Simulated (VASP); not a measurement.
# HfSiO4 (P-4m2) in VASP: notebook

Aim: see how the results for HfSiO4 move with the level of theory and the settings. Levels: PBEsol, PBE, r2SCAN. Tasks: single point.

Everything below comes from runs of VASP 6.6.1. Logs are shortened: lines on timing, memory, paths and dates and some standing lists are left out, and cuts for length are marked.

### 1 The cell of the first run

It takes space group P-4m2 (No. 115, tetragonal). Conventional cell: a = 3.310 Å, b = 3.310 Å, c = 5.447 Å, α = 90.00°, β = 90.00°, γ = 90.00°. Si (site symmetry -4m2) has 8 O at 1.81 to 2.38 Å within 2.4 Å. Hf (site symmetry -4m2) has 8 O at 1.94 to 2.58 Å within 2.6 Å. Within 2.4 Å of O (site symmetry 2mm) lie 2 Si at 1.81 Å. O (site symmetry 2mm) has 2 Hf at 1.94 Å and 2 Si at 2.38 Å and 5 O at 2.46 to 2.54 Å within 2.6 Å.

### 2 Single point, PBEsol

File INCAR:

```
  PREC = Accurate
  ENCUT = 520
  EDIFF = 1E-6
  ISMEAR = -1
  SIGMA = 0.02
  LREAL = F
  LASPH = T
  NELM = 80
  ALGO = Normal
  ISIF = 2
  LWAVE = F
  LCHARG = F
  GGA = PS
  NBANDS = 28
```

File KPOINTS:

```
Automatic mesh
0
Gamma
  8 8 4
```

File POSCAR:

```
HfSiO4
1.0
    3.3102851074      0.0000000000      0.0000000000
    0.0000000000      3.3102851074      0.0000000000
    0.0000000000      0.0000000000      5.4474877123
Si Hf O
1 1 4
Direct
    0.5000000000      0.5000000000      0.5000000000
    0.0000000000      0.0000000000      0.0000000000
    0.5000000000      0.0000000000      0.6361158882
    0.0000000000      0.5000000000      0.8148447181
    0.0000000000      0.5000000000      0.3638841118
    0.5000000000      0.0000000000      0.1851552819
```

Potentials or basis: VASP PAW PBE potentials, release 64 (Si, Hf_pv, O).

Launch:

```console
> cat potpaw_PBE.64/Si/POTCAR potpaw_PBE.64/Hf_pv/POTCAR potpaw_PBE.64/O/POTCAR > POTCAR
> mpirun -np 1 vasp_std > vasp.out
```

OUTCAR:

```text
PREC = Accurate
   ENCUT = 520
   EDIFF = 1E-6
   ISMEAR = -1
   LREAL = F
   LASPH = T
   NELM = 80
   ISIF = 2
   GGA = PS

 ion  position               nearest neighbor table
   1  0.500  0.500  0.500-   3 1.81   5 1.81   3 1.81   5 1.81   4 2.38   6 2.38   4 2.38   6 2.38

   2  0.000  0.000  0.000-   4 1.94   6 1.94   4 1.94   6 1.94   5 2.58   5 2.58   3 2.58   3 2.58

   3  0.500  0.000  0.636-   1 1.81   1 1.81   2 2.58   2 2.58
   4  0.000  0.500  0.815-   2 1.94   2 1.94   1 2.38   1 2.38
   5  0.000  0.500  0.364-   1 1.81   1 1.81   2 2.58   2 2.58
   6  0.500  0.000  0.185-   2 1.94   2 1.94   1 2.38   1 2.38

  LATTYP: Found a simple tetragonal cell.
 ALAT       =     3.3102851074
 C/A-ratio  =     1.6456249343

  Lattice vectors:

 A1 = (   3.3102851074,   0.0000000000,   0.0000000000)
 A2 = (   0.0000000000,   3.3102851074,   0.0000000000)
 A3 = (   0.0000000000,   0.0000000000,   5.4474877123)

Analysis of symmetry for initial positions (statically):
=====================================================================
 Subroutine PRICEL returns:
 Original cell was already a primitive cell.

 Routine SETGRP: Setting up the symmetry group for a
 simple tetragonal supercell.

 Subroutine GETGRP returns: Found  8 space group operations
 (whereof  8 operations were pure point group operations)
 out of a pool of 16 trial point group operations.

The static configuration has the point symmetry D_2d.

Analysis of symmetry for dynamics (positions and initial velocities):
=====================================================================
 Subroutine PRICEL returns:
 Original cell was already a primitive cell.

 Routine SETGRP: Setting up the symmetry group for a
 simple tetragonal supercell.

 Subroutine GETGRP returns: Found  8 space group operations
 (whereof  8 operations were pure point group operations)
 out of a pool of 16 trial point group operations.

The dynamic configuration has the point symmetry D_2d.

 Subroutine INISYM returns: Found  8 space group operations
 (whereof  8 operations are pure point group operations),
 and found     1 'primitive' translations

----------------------------------------------------------------------------------------

                                     Primitive cell

  volume of cell :      59.6935

  direct lattice vectors                    reciprocal lattice vectors
     3.310285107  0.000000000  0.000000000     0.302088783  0.000000000  0.000000000
     0.000000000  3.310285107  0.000000000     0.000000000  0.302088783  0.000000000
     0.000000000  0.000000000  5.447487712     0.000000000  0.000000000  0.183570859

  length of vectors
     3.310285107  3.310285107  5.447487712     0.302088783  0.302088783  0.183570859

  position of ions in fractional coordinates (direct lattice)
     0.500000000  0.500000000  0.500000000
     0.000000000  0.000000000  0.000000000
     0.500000000  0.000000000  0.636115888
     0.000000000  0.500000000  0.814844718
     0.000000000  0.500000000  0.363884112
     0.500000000  0.000000000  0.185155282

  ion indices of the primitive-cell ions
   primitive index   ion index
                 1           1
                 2           2
                 3           3
                 4           4
                 5           5
                 6           6

----------------------------------------------------------------------------------------

 KPOINTS: Automatic mesh

Automatic generation of k-mesh.
 Grid dimensions read from file:
 generate k-points for:    8    8    4

 Generating k-lattice:

  Cartesian coordinates                     Fractional coordinates (reciprocal lattice)
     0.037761098  0.000000000  0.000000000     0.125000000  0.000000000  0.000000000
     0.000000000  0.037761098  0.000000000     0.000000000  0.125000000  0.000000000
     0.000000000  0.000000000  0.045892715     0.000000000  0.000000000  0.250000000

  Length of vectors
     0.037761098  0.037761098  0.045892715

  Shift w.r.t. Gamma in fractional coordinates (k-lattice)
     0.000000000  0.000000000  0.000000000

 Subroutine IBZKPT returns following result:
 ===========================================

 Found     45 irreducible k-points:

 Following reciprocal coordinates:
            Coordinates               Weight
  0.000000  0.000000  0.000000      1.000000
  0.125000  0.000000  0.000000      4.000000
  0.250000  0.000000  0.000000      4.000000
  0.375000  0.000000  0.000000      4.000000
  0.500000  0.000000  0.000000      2.000000
  0.125000  0.125000  0.000000      4.000000
[... 16 lines left out ...]
  0.375000  0.125000  0.250000     16.000000
  0.500000  0.125000  0.250000      8.000000
 [... further k-points ...]
   k-points           NKPTS =     45   k-points in BZ     NKDIM =     45   number of bands    NBANDS=     28
   number of dos      NEDOS =    301   number of ions     NIONS =      6
   total plane-waves  NPLWV =  32928
   dimension x,y,z NGX =    28 NGY =   28 NGZ =   42
   dimension x,y,z NGXF=    56 NGYF=   56 NGZF=   84
   ions per type =               1   1   4
   NGX,Y,Z   is equivalent  to a cutoff of  14.06, 14.06, 12.82 a.u.
   NGXF,Y,Z  is equivalent  to a cutoff of  28.12, 28.12, 25.64 a.u.
 SYSTEM =  unknown system
   PREC   = accura    normal or accurate (medium, high low for compatibility)
   ISTART =      0    job   : 0-new  1-cont  2-samecut
   ICHARG =      2    charge: 1-file 2-atom 10-const
   ISPIN  =      1    spin polarized calculation?
   LNONCOLLINEAR =      F non collinear calculations
   LSORBIT =      F    spin-orbit coupling
   LASPH  =      T    aspherical Exc in radial PAW
   ENCUT  =  520.0 eV  38.22 Ry    6.18 a.u.   6.15  6.15 10.13*2*pi/ulx,y,z
   NELM   =     80;   NELMIN=  2; NELMDL= -5     # of ELM steps
   EDIFF  = 0.1E-05   stopping-criterion for ELM
   LREAL  =      F    real-space projection
   EDIFFG = 0.1E-04   stopping-criterion for IOM
   NSW    =      0    number of steps for IOM
   IBRION =     -1    ionic relax: 0-MD 1-quasi-New 2-CG
   NFREE  =      0    steps in history (QN), initial steepest desc. (CG)
   ISIF   =      2    stress and relaxation
   ISYM   =      2    0-nonsym 1-usesym 2-fastsym
   POTIM  = 0.5000    time-step for ionic-motion
   TEBEG  =    0.0;   TEEND  =   0.0 temperature during run
   PSTRESS=    0.0 pullay stress
   NELECT =      38.0000    total number of electrons
   NUPDOWN=      -1.0000    fix difference up-down
   EMIN   =  10.00;   EMAX   =-10.00  energy-range for DOS
   EFERMI =   0.00;   METHOD = LEGACY
   ISMEAR =    -1;   SIGMA  =   0.02  broadening in eV -4-tet -1-fermi 0-gaus
   EFERMI_NEDOS =   21; number of points for ismear=-14 and -15
   IALGO  =     38    algorithm
   IMIX   =      4    mixing-type and parameters
     AMIX     =   0.40;   BMIX     =  1.00
     AMIX_MAG =   1.60;   BMIX_MAG =  1.00
  volume/ion in A,a.u.               =       9.95        67.14
  Fermi-wavevector in a.u.,A,eV,Ry     =   1.408295  2.661292 26.984369  1.983295
  Thomas-Fermi vector in A             =   2.530467
   LORBIT       =      0    0 simple, 1 ext, 2 COOP (PROOUT), +10 PAW based schemes
   GGA     = PS    functional components
   LHFCALC =     F    Hartree Fock is set to
   AEXX    =    0.0000 exact exchange contribution
   IVDW    =     0    specifies the selected vdW correction
   LEPSILON=     F    determine dielectric tensor
   LRPA    =     F    only Hartree local field effects (RPA)
 non-spin polarized calculation
  energy-cutoff  :      520.00
  volume of cell :       59.69
 maximum number of plane-waves:      1632
 NGX is ok and might be reduce to    28
   NGX = 13   NGY = 13   NGZ = 21

 number of electron      38.0000011 magnetization

 Free energy of the ion-electron system (eV)
  ---------------------------------------------------
  ext. energy  EPLUGINS =         0.00000000
  ---------------------------------------------------
  free energy    TOTEN  =       -53.42063353 eV

  energy without entropy =      -53.42063353  energy(sigma->0) =      -53.42063353

 E-fermi :   5.0958     XC(G=0): -11.9639

 val. band max:        4.6216248221   @ k =   0.5000   0.5000   0.5000
 cond. band min:       6.8501939587   @ k =   0.0000   0.0000   0.0000
 fundamental gap:      2.2285691366
 Fermi energy:         5.0958432051

 k-point     1 :       0.0000    0.0000    0.0000
  band No.  band energies     occupation
      1     -24.2885      2.00000
      2     -23.9881      2.00000
      3     -23.9881      2.00000
      4     -14.8952      2.00000
      5     -12.5149      2.00000
      6     -11.8722      2.00000
[... 20 lines left out ...]
     27      15.0213      0.00000
     28      16.2864      0.00000

 k-point     2 :       0.1250    0.0000    0.0000
  band No.  band energies     occupation
      1     -24.2879      2.00000
      2     -24.0695      2.00000
      3     -23.9835      2.00000
      4     -14.7595      2.00000
      5     -12.5084      2.00000
      6     -11.8611      2.00000
[... 20 lines left out ...]
     27      14.9649      0.00000
     28      16.1599      0.00000

 k-point     3 :       0.2500    0.0000    0.0000
  band No.  band energies     occupation
      1     -24.3656      2.00000
      2     -24.1773      2.00000
      3     -23.9723      2.00000
      4     -14.3881      2.00000
      5     -12.5513      2.00000
      6     -11.9310      2.00000
[... 20 lines left out ...]
     27      14.5276      0.00000
     28      15.8895      0.00000

 k-point     4 :       0.3750    0.0000    0.0000
  band No.  band energies     occupation
      1     -24.5432      2.00000
      2     -24.1733      2.00000
      3     -23.9610      2.00000
      4     -13.8651      2.00000
      5     -12.8102      2.00000
      6     -11.9392      2.00000
[... 578 lines left out ...]
     27      14.9853      0.00000
     28      15.8905      0.00000

 k-point    23 :       0.3750    0.1250    0.2500
  band No.  band energies     occupation
      1     -24.5361      2.00000
      2     -24.1857      2.00000
      3     -24.0292      2.00000
      4     -13.7215      2.00000
      5     -12.7866      2.00000
      6     -12.0338      2.00000
[... 20 lines left out ...]
     27      14.9307      0.00000
     28      15.8877      0.00000

 k-point    24 :       0.5000    0.1250    0.2500
  band No.  band energies     occupation
      1     -24.6136      2.00000
      2     -24.1774      2.00000
      3     -24.0232      2.00000
      4     -13.3340      2.00000
      5     -13.0924      2.00000
      6     -11.9559      2.00000
[... 20 lines left out ...]
     27      14.8354      0.00000
     28      16.2391      0.00000

 [... further k-points ...]
[... 5 lines left out ...]
  --------------------------------------------------------------------------------------
  -------------------------------------------------------------------------------------
  Total       -0.3073949     -0.3073949     -0.6142589      0.0000000      0.0000000      0.0000000
  in kB       -8.2504985     -8.2504985    -16.4867469      0.0000000      0.0000000      0.0000000
  external PRESSURE =     -10.9959147 kB  Pullay stress =       0.0000000 kB

 VOLUME and BASIS-vectors are now :
 -----------------------------------------------------------------------------
  energy-cutoff  :      520.00
  volume of cell :       59.69
      direct lattice vectors                 reciprocal lattice vectors
     3.310285107  0.000000000  0.000000000     0.302088783  0.000000000  0.000000000
     0.000000000  3.310285107  0.000000000     0.000000000  0.302088783  0.000000000
     0.000000000  0.000000000  5.447487712     0.000000000  0.000000000  0.183570859

 POSITION                                       TOTAL-FORCE (eV/Angst)
 -----------------------------------------------------------------------------------
      1.65514      1.65514      2.72374         0.000000      0.000000      0.000000
      0.00000      0.00000      0.00000         0.000000     -0.000000      0.000000
      1.65514      0.00000      3.46523         0.000000     -0.000000      0.093648
      0.00000      1.65514      4.43886         0.000000     -0.000000      0.110795
      0.00000      1.65514      1.98225         0.000000     -0.000000     -0.093648
      1.65514      0.00000      1.00863        -0.000000     -0.000000     -0.110795
 -----------------------------------------------------------------------------------
    total drift:                                0.000000     -0.000000     -0.000000

  FREE ENERGIE OF THE ION-ELECTRON SYSTEM (eV)
  ---------------------------------------------------
  free  energy   TOTEN  =       -53.4206335281 eV

  energy  without entropy=      -53.4206335281  energy(sigma->0) =      -53.42063353
```

Wall time 28 s (1 thread of Intel Xeon 6975P-C (Granite Rapids), shared host); peak memory 0.21 GiB.

Results:

```
Free energy            : -53.4206 eV
Pressure               : -1.1 GPa
Largest force          : 0.111 eV/Å
Band gap on the k mesh : 2.23 eV, indirect (least direct gap 2.37 eV)
```

Forces on the atoms (eV/Å):
```
Si   0.000  0.000  0.000
Hf   0.000  0.000  0.000
O    0.000  0.000  0.094
O    0.000  0.000  0.111
O    0.000  0.000 -0.094
O    0.000  0.000 -0.111
```

Stress tensor (GPa, compression positive):
```
-0.83  0.00  0.00
 0.00 -0.83  0.00
 0.00  0.00 -1.65
```

Levels at points of the mesh, in eV from the valence-band top:
```csv
k point,band 16,band 17,band 18,band 19,band 20,band 21,band 22,band 23
"(0.00, 0.00, 0.00)",-1.70,-0.39,-0.14,-0.14,2.23,6.01,6.23,6.66
"(0.50, 0.00, 0.00)",-1.59,-1.16,-0.85,-0.84,4.61,5.81,6.13,6.73
"(0.50, 0.50, 0.00)",-0.94,-0.92,-0.92,-0.47,6.09,6.17,6.17,6.60
"(0.00, 0.00, 0.50)",-2.35,-2.18,-0.10,-0.10,3.37,4.66,6.02,7.68
"(0.50, 0.00, 0.50)",-1.78,-1.31,-1.09,-0.86,4.86,5.85,6.24,7.44
"(0.50, 0.50, 0.50)",-1.28,-1.28,-1.22,0.00,5.96,6.53,6.53,6.60
```

Caveat: the PAW data sets were made with another functional, which shifts forces and pressure a little; spin-orbit coupling is left out, which moves the levels of the heavy elements. As with any semilocal functional, this PBEsol gap is likely too small.

(Continued in part 2 of 3.)
